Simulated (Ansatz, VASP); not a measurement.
## MoS2 in VASP and in Ansatz

INCAR

```
SYSTEM = MoS2
  PREC = Accurate
  ENCUT = 520
  EDIFF = 1E-6
  ISMEAR = -1
  SIGMA = 0.05
  LREAL = .False.
  LASPH = .True.
  NELM = 60
  ALGO = Normal
  ISIF = 2
  LWAVE = .False.
  LCHARG = .False.
  GGA = PS
  NBANDS = 35
```

Contents of KPOINTS:

```
regular mesh
0
Gamma
  10 10 3
  0 0 0
```

Contents of POSCAR:

```
MoS2
1.0
    3.1477309028      0.0000000000      0.0000000000
   -1.5738654514      2.7260149261      0.0000000000
    0.0000000000      0.0000000000     12.2412860984
Mo S
2 4
Direct
    0.6666666667      0.3333333333      0.7500000000
    0.3333333333      0.6666666667      0.2500000000
    0.6666666667      0.3333333333      0.3770000000
    0.3333333333      0.6666666667      0.8770000000
    0.6666666667      0.3333333333      0.1230000000
    0.3333333333      0.6666666667      0.6230000000
```

File input.yaml:

```yaml
crystal:
  lattice:
    - [3.1477309028, 0.0, 0.0]
    - [-1.5738654514, 2.7260149261, 0.0]
    - [0.0, 0.0, 12.2412860984]
  atoms:
    - { symbol: Mo, position: [0.6666666667, 0.3333333333, 0.75] }
    - { symbol: Mo, position: [0.3333333333, 0.6666666667, 0.25] }
    - { symbol: S, position: [0.6666666667, 0.3333333333, 0.377] }
    - { symbol: S, position: [0.3333333333, 0.6666666667, 0.877] }
    - { symbol: S, position: [0.6666666667, 0.3333333333, 0.123] }
    - { symbol: S, position: [0.3333333333, 0.6666666667, 0.623] }
kpoints:
  mp_grid: { grid: [10, 10, 3] }
scf:
  occupations: { method: fermi_dirac, width: 0.05 }
hamiltonian:
  xc: pbesol
  pseudopotentials: { kind: all_electron, lapw: { basis_error: 0.001 } }
output:
  forces: true
  stress: true
  eigenvalues: true
```

Change from the starting cell: volume scaled by 0.98.

Alike in both runs: task single point; functional PBEsol; k mesh 10 × 10 × 3; occupations fermi-dirac, width 0.05 eV; no spin polarisation.

```csv
,VASP,Ansatz
version,VASP 6.6.1,Ansatz 0.2.0
potentials or method,"VASP PAW PBE potentials, release 64 (Mo_sv, S), cutoff 520 eV","all-electron LAPW, scalar-relativistic"
```

```csv
,VASP,Ansatz,Ansatz less VASP
gap on the k mesh at the Fermi level (eV),0.88,0.86,-0.014
least direct gap on the mesh (eV),1.92,1.92,-0.003
pressure (GPa),0.1,0.1,+0.04
"traceless stress, the component that is largest in VASP (GPa)",0.84,0.85,+0.015
rms of the force components (eV/Å),0.007,0.007,-0.0001
```

VASP's potentials were made for PBE, not for PBEsol. Atom by atom the forces differ by 0.000 eV/Å (rms over components). Ansatz ran all-electron here, and VASP with PAW potentials.
